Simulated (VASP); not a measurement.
# HfN (I4mm) in VASP: further runs

The runs below take HfN through single point, with PBE.

Program: VASP 6.6.1. These are calculated values, not measurements. Logs are shortened: lines on timing, memory, paths and dates and some standing lists are left out, and cuts for length are marked.

## (1) The cell of the first run

The structure is tetragonal, space group I4mm (No. 107). Conventional cell: a = 3.216 Å, b = 3.216 Å, c = 4.654 Å, α = 90.00°, β = 90.00°, γ = 90.00°. Within 3.0 Å of Hf (site symmetry 4mm) lie 6 N at 2.27 to 2.35 Å. N (site symmetry 4mm) has 6 Hf at 2.27 to 2.35 Å within 3.0 Å.

## (2) Single point, PBE (mode 5 frozen in at -0.019 Å, normal strain along y +0.0233)

INCAR

```
PREC     = Accurate       # precision mode
ENCUT    = 520            # plane-wave cutoff, eV
EDIFF    = 1E-7           # SCF threshold, eV
ISMEAR   = 0              # smearing method
SIGMA    = 0.15           # smearing width, eV
LREAL    = False          # projectors in reciprocal space
LASPH    = True           # aspherical terms in the spheres
NELM     = 60             # most SCF steps
ALGO     = Normal         # electronic algorithm
ISIF     = 2              # what is computed and relaxed
LWAVE    = False          # write WAVECAR
LCHARG   = False          # write CHGCAR
GGA      = PE             # functional
NBANDS   = 14             # bands
```

KPOINTS

```
Automatic mesh
0
Gamma
  16 16 16
```

POSCAR

```
HfN
1.0
    0.0000000000      2.3267939086      2.2738140414
    2.2738140414      0.0000000000      2.2738140414
    2.2738140414      2.3267939086      0.0000000000
Hf N
1 1
Direct
    0.0003347749     -0.0003347749      0.0003347749
    0.4957340399      0.5042659601      0.4957340399
```

Potentials or basis: VASP PAW PBE potentials, release 64 (Hf_pv, N).

The run is started by

```sh
> cat potpaw_PBE.64/Hf_pv/POTCAR potpaw_PBE.64/N/POTCAR > POTCAR
> mpirun -np 1 vasp_std > vasp.out
```

OUTCAR:

```text
PREC = Accurate
   ENCUT = 520
   EDIFF = 1E-7
   ISMEAR = 0
   LREAL = False
   LASPH = True
   NELM = 60
   ISIF = 2
   GGA = PE

 ion  position               nearest neighbor table
   1  0.000  1.000  0.000-   2 2.27   2 2.27   2 2.27   2 2.27   2 2.31   2 2.35
   2  0.496  0.504  0.496-   1 2.27   1 2.27   1 2.27   1 2.27   1 2.31   1 2.35

  LATTYP: Found a body centered tetragonal cell.
 ALAT       =     3.2156586557
 C/A-ratio  =     1.4471647384

  Lattice vectors:

 A1 = (   0.0000000000,  -2.3267939086,   2.2738140414)
 A2 = (   0.0000000000,  -2.3267939086,  -2.2738140414)
 A3 = (   2.2738140414,   2.3267939086,   0.0000000000)

Analysis of symmetry for initial positions (statically):
=====================================================================
 Subroutine PRICEL returns:
 Original cell was already a primitive cell.

 Routine SETGRP: Setting up the symmetry group for a
 body centered tetragonal supercell.

 Subroutine GETGRP returns: Found  8 space group operations
 (whereof  8 operations were pure point group operations)
 out of a pool of 16 trial point group operations.

The static configuration has the point symmetry C_4v.

Analysis of symmetry for dynamics (positions and initial velocities):
=====================================================================
 Subroutine PRICEL returns:
 Original cell was already a primitive cell.

 Routine SETGRP: Setting up the symmetry group for a
 body centered tetragonal supercell.

 Subroutine GETGRP returns: Found  8 space group operations
 (whereof  8 operations were pure point group operations)
 out of a pool of 16 trial point group operations.

The dynamic configuration has the point symmetry C_4v.

 Subroutine INISYM returns: Found  8 space group operations
 (whereof  8 operations are pure point group operations),
 and found     1 'primitive' translations

----------------------------------------------------------------------------------------

                                     Primitive cell

  volume of cell :      24.0601

  direct lattice vectors                    reciprocal lattice vectors
     0.000000000  2.326793909  2.273814041    -0.219894851  0.214887962  0.219894851
     2.273814041  0.000000000  2.273814041     0.219894851 -0.214887962  0.219894851
     2.273814041  2.326793909  0.000000000     0.219894851  0.214887962 -0.219894851

  length of vectors
     3.253336778  3.215658656  3.253336778     0.378000433  0.378000433  0.378000433

  position of ions in fractional coordinates (direct lattice)
     0.000334775  0.999665225  0.000334775
     0.495734040  0.504265960  0.495734040

  ion indices of the primitive-cell ions
   primitive index   ion index
                 1           1
                 2           2

----------------------------------------------------------------------------------------

 KPOINTS: Automatic mesh

Automatic generation of k-mesh.
 Grid dimensions read from file:
 generate k-points for:   16   16   16

 Generating k-lattice:

  Cartesian coordinates                     Fractional coordinates (reciprocal lattice)
    -0.013743428  0.013430498  0.013743428     0.062500000  0.000000000 -0.000000000
     0.013743428 -0.013430498  0.013743428     0.000000000  0.062500000  0.000000000
     0.013743428  0.013430498 -0.013743428    -0.000000000  0.000000000  0.062500000

  Length of vectors
     0.023625027  0.023625027  0.023625027

  Shift w.r.t. Gamma in fractional coordinates (k-lattice)
     0.000000000  0.000000000  0.000000000

 Subroutine IBZKPT returns following result:
 ===========================================

 Found    349 irreducible k-points:

 Following reciprocal coordinates:
            Coordinates               Weight
  0.000000  0.000000  0.000000      1.000000
  0.062500  0.000000  0.000000      8.000000
  0.125000  0.000000  0.000000      8.000000
  0.187500  0.000000  0.000000      8.000000
  0.250000  0.000000  0.000000      8.000000
  0.312500  0.000000  0.000000      8.000000
[... 16 lines left out ...]
 -0.125000  0.062500  0.000000     16.000000
 -0.062500  0.062500  0.000000      8.000000
 [... further k-points ...]
   k-points           NKPTS =    349   k-points in BZ     NKDIM =    349   number of bands    NBANDS=     14
   number of dos      NEDOS =    301   number of ions     NIONS =      2
   total plane-waves  NPLWV =  13824
   dimension x,y,z NGX =    24 NGY =   24 NGZ =   24
   dimension x,y,z NGXF=    48 NGYF=   48 NGZF=   48
   ions per type =               1   1
   NGX,Y,Z   is equivalent  to a cutoff of  12.26, 12.41, 12.26 a.u.
   NGXF,Y,Z  is equivalent  to a cutoff of  24.53, 24.82, 24.53 a.u.
 SYSTEM =  unknown system
   PREC   = accura    normal or accurate (medium, high low for compatibility)
   ISTART =      0    job   : 0-new  1-cont  2-samecut
   ICHARG =      2    charge: 1-file 2-atom 10-const
   ISPIN  =      1    spin polarized calculation?
   LNONCOLLINEAR =      F non collinear calculations
   LSORBIT =      F    spin-orbit coupling
   LASPH  =      T    aspherical Exc in radial PAW
   ENCUT  =  520.0 eV  38.22 Ry    6.18 a.u.   6.05  5.98  6.05*2*pi/ulx,y,z
   NELM   =     60;   NELMIN=  2; NELMDL= -5     # of ELM steps
   EDIFF  = 0.1E-06   stopping-criterion for ELM
   LREAL  =      F    real-space projection
   EDIFFG = 0.1E-05   stopping-criterion for IOM
   NSW    =      0    number of steps for IOM
   IBRION =     -1    ionic relax: 0-MD 1-quasi-New 2-CG
   NFREE  =      0    steps in history (QN), initial steepest desc. (CG)
   ISIF   =      2    stress and relaxation
   ISYM   =      2    0-nonsym 1-usesym 2-fastsym
   POTIM  = 0.5000    time-step for ionic-motion
   TEBEG  =    0.0;   TEEND  =   0.0 temperature during run
   PSTRESS=    0.0 pullay stress
   NELECT =      15.0000    total number of electrons
   NUPDOWN=      -1.0000    fix difference up-down
   EMIN   =  10.00;   EMAX   =-10.00  energy-range for DOS
   EFERMI =   0.00;   METHOD = LEGACY
   ISMEAR =     0;   SIGMA  =   0.15  broadening in eV -4-tet -1-fermi 0-gaus
   EFERMI_NEDOS =   21; number of points for ismear=-14 and -15
   IALGO  =     38    algorithm
   IMIX   =      4    mixing-type and parameters
     AMIX     =   0.40;   BMIX     =  1.00
     AMIX_MAG =   1.60;   BMIX_MAG =  1.00
  volume/ion in A,a.u.               =      12.03        81.18
  Fermi-wavevector in a.u.,A,eV,Ry     =   1.398533  2.642844 26.611553  1.955894
  Thomas-Fermi vector in A             =   2.521681
   LORBIT       =      0    0 simple, 1 ext, 2 COOP (PROOUT), +10 PAW based schemes
   GGA     = PE    functional components
   LHFCALC =     F    Hartree Fock is set to
   AEXX    =    0.0000 exact exchange contribution
   IVDW    =     0    specifies the selected vdW correction
   LEPSILON=     F    determine dielectric tensor
   LRPA    =     F    only Hartree local field effects (RPA)
 non-spin polarized calculation
 Gauss-broadening in eV      SIGMA  =   0.15
  energy-cutoff  :      520.00
  volume of cell :       24.06
 maximum number of plane-waves:       661
   NGX = 13   NGY = 11   NGZ = 13

 number of electron      15.0000002 magnetization

 Free energy of the ion-electron system (eV)
  ---------------------------------------------------
  ext. energy  EPLUGINS =         0.00000000
  ---------------------------------------------------
  free energy    TOTEN  =       -21.73040497 eV

  energy without entropy =      -21.72346168  energy(sigma->0) =      -21.72693332

 E-fermi :   8.0179     XC(G=0): -12.5086

 val. band max:        8.0137922888   @ k =  -0.1875   0.3125   0.1250
 cond. band min:       8.0331618802   @ k =   0.1875  -0.2500   0.1250
 fundamental gap:      0.0193695913
 Fermi energy:         8.0178899465

 k-point     1 :       0.0000    0.0000    0.0000
  band No.  band energies     occupation
      1     -23.3315      2.00000
      2     -23.2980      2.00000
      3     -23.2980      2.00000
      4      -9.2504      2.00000
      5       4.9654      2.00000
      6       5.0574      2.00000
      7       5.0574      2.00000
      8       7.5234      2.00000
      9       7.7764      1.97721
     10       7.7764      1.97721
     11       9.1361      0.00000
     12      10.0019      0.00000
     13      10.0391      0.00000
     14      17.4748      0.00000

 k-point     2 :       0.0625    0.0000    0.0000
  band No.  band energies     occupation
      1     -23.3510      2.00000
      2     -23.3158      2.00000
      3     -23.3004      2.00000
      4      -9.1681      2.00000
      5       4.6067      2.00000
      6       4.7956      2.00000
      7       4.8392      2.00000
      8       7.6564      1.99935
      9       7.8767      1.81700
     10       7.8948      1.75407
     11       9.4372      0.00000
     12      10.2838      0.00000
     13      10.3307      0.00000
     14      17.7663      0.00000

 k-point     3 :       0.1250    0.0000    0.0000
  band No.  band energies     occupation
      1     -23.4393      2.00000
      2     -23.3324      2.00000
      3     -23.3072      2.00000
      4      -8.9309      2.00000
      5       3.7290      2.00000
      6       4.2712      2.00000
      7       4.3257      2.00000
      8       7.9203      1.64239
      9       8.1294      0.29300
     10       8.2134      0.06527
     11      10.1983      0.00000
     12      11.0139      0.00000
     13      11.0909      0.00000
     14      18.5739      0.00000
[... 324 lines left out ...]
 k-point    23 :      -0.1250    0.0625    0.0000
  band No.  band energies     occupation
      1     -23.4944      2.00000
      2     -23.3422      2.00000
      3     -23.3204      2.00000
      4      -8.7705      2.00000
      5       3.1572      2.00000
      6       3.8550      2.00000
      7       4.2974      2.00000
      8       7.9480      1.49031
      9       8.1231      0.32130
     10       8.8415      0.00000
     11      10.4782      0.00000
     12      11.1563      0.00000
     13      11.9360      0.00000
     14      19.1283      0.00000

 k-point    24 :      -0.0625    0.0625    0.0000
  band No.  band energies     occupation
      1     -23.3962      2.00000
      2     -23.3191      2.00000
      3     -23.3142      2.00000
      4      -9.0404      2.00000
      5       4.0146      2.00000
      6       4.4094      2.00000
      7       4.7310      2.00000
      8       7.7146      1.99576
      9       7.9048      1.71349
     10       8.3216      0.00419
     11       9.9476      0.00000
     12      10.3365      0.00000
     13      10.9870      0.00000
     14      18.2198      0.00000

 [... further k-points ...]
[... 5 lines left out ...]
  --------------------------------------------------------------------------------------
  -------------------------------------------------------------------------------------
  Total       -0.6921405     -2.0627852     -0.6921405      0.0000000     -0.0000000      0.0000000
  in kB      -46.0900353   -137.3620571    -46.0900353      0.0000000     -0.0000000      0.0000000
  external PRESSURE =     -76.5140426 kB  Pullay stress =       0.0000000 kB

 VOLUME and BASIS-vectors are now :
 -----------------------------------------------------------------------------
  energy-cutoff  :      520.00
  volume of cell :       24.06
      direct lattice vectors                 reciprocal lattice vectors
     0.000000000  2.326793909  2.273814041    -0.219894851  0.214887962  0.219894851
     2.273814041  0.000000000  2.273814041     0.219894851 -0.214887962  0.219894851
     2.273814041  2.326793909  0.000000000     0.219894851  0.214887962 -0.219894851

 POSITION                                       TOTAL-FORCE (eV/Angst)
 -----------------------------------------------------------------------------------
      2.27381      0.00156      2.27381         0.000000     -0.174373      0.000000
      2.27381      2.30694      2.27381         0.000000      0.174373      0.000000
 -----------------------------------------------------------------------------------
    total drift:                                0.000000     -0.000244      0.000000

  FREE ENERGIE OF THE ION-ELECTRON SYSTEM (eV)
  ---------------------------------------------------
  free  energy   TOTEN  =       -21.7304049681 eV

  energy  without entropy=      -21.7234616798  energy(sigma->0) =      -21.72693332
```

Wall time 53 s (1 thread of Intel Xeon 6975P-C, shared host); peak memory 0.24 GiB.

Results:

```
Free energy   : -21.7304 eV
Pressure      : -7.7 GPa
Largest force : 0.174 eV/Å
```

Forces in eV/Å, atoms in the order of the input:
```
Hf   0.000 -0.174  0.000
N    0.000  0.174  0.000
```

Caveat: the cell differs from its parent crystal (mode 5 frozen in at -0.019 Å, normal strain along y +0.0233); spin-orbit coupling is left out, which moves the levels of the heavy elements.

[end of part 1 of 2]
